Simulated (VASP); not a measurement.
Sn3Bi, 4 atoms in the cell. The structure is cubic, space group Fm-3m (No. 225). The conventional cell has a = 7.670 Å, b = 7.670 Å, c = 7.670 Å, α = 90.00°, β = 90.00°, γ = 90.00°. Within 4.4 Å of Sn (site symmetry m-3m) lie 8 Sn at 3.32 Å and 6 Bi at 3.83 Å. Within 4.4 Å of Sn (site symmetry -43m) lie 10 Sn at 3.32 to 3.83 Å and 4 Bi at 3.32 Å. Within 4.4 Å of Bi (site symmetry m-3m) lie 14 Sn at 3.32 to 3.83 Å.  This cell differs from its parent crystal: volume scaled by 1.03.

* Program: VASP 6.6.1
* Task: single point
* Functional: PBEsol
* Potentials or basis: VASP PAW PBE potentials, release 64 (Sn_d, Bi_d)
* Cutoff: 520 eV
* k mesh: 10 × 10 × 10
* Occupations: gaussian, width 0.1 eV
* Spin: no spin polarisation
* Dipole correction: no
* Further INCAR settings: ALGO = Fast; EDIFF = 1e-07; NBANDS = 36

Potentials or basis: VASP PAW PBE potentials, release 64 (Sn_d, Bi_d).

Run with:

```console
$ cat potpaw_PBE.64/Sn_d/POTCAR potpaw_PBE.64/Bi_d/POTCAR > POTCAR
$ mpirun -np 1 vasp_std > vasp.out
```

Hardware: 1 thread of AMD EPYC 9R45 (Zen 5), with other jobs on the host.

**Question.** How long does it take, and how much memory?

**Answer.** Wall time 120 s on 1 thread of AMD EPYC 9R45 (Zen 5) (shared host), peak memory 0.3 GiB. Counts: scf iterations 16, k points 47.
